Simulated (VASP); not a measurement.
Here is a VASP 6.6.1 calculation.

File INCAR:

```
PREC = Accurate
ENCUT = 520
EDIFF = 1E-6
ISMEAR = 0
SIGMA = 0.1
LREAL = False
LASPH = True
NELM = 60
ALGO = Fast
ISIF = 2
LWAVE = False
LCHARG = False
GGA = PE
NBANDS = 36
```

File KPOINTS:

```
Automatic mesh
0
Gamma
  10 10 10
```

The input POSCAR:

```
Zn3GeN
1.0
    4.1893774930      0.0000000000      0.0000000000
    0.0000000000      4.1893774930      0.0000000000
    0.0000000000      0.0000000000      4.1893774930
Zn Ge N
3 1 1
Direct
    0.5000000000      0.5000000000      0.0000000000
    0.5000000000      0.0000000000      0.5000000000
    0.0000000000      0.5000000000      0.5000000000
    0.0000000000      0.0000000000      0.0000000000
    0.5000000000      0.5000000000      0.5000000000
```

Potentials or basis: VASP PAW PBE potentials, release 64 (Zn, Ge_d, N).

Command:

```console
$ cat potpaw_PBE.64/Zn/POTCAR potpaw_PBE.64/Ge_d/POTCAR potpaw_PBE.64/N/POTCAR > POTCAR
$ mpirun -np 1 vasp_std > vasp.out
```

Q: Predict the pressure.

A: 0.4 GPa.

Q: Predict the band gap on the k mesh.

A: Zero (an odd number of electrons rules out a gap without spin polarisation).
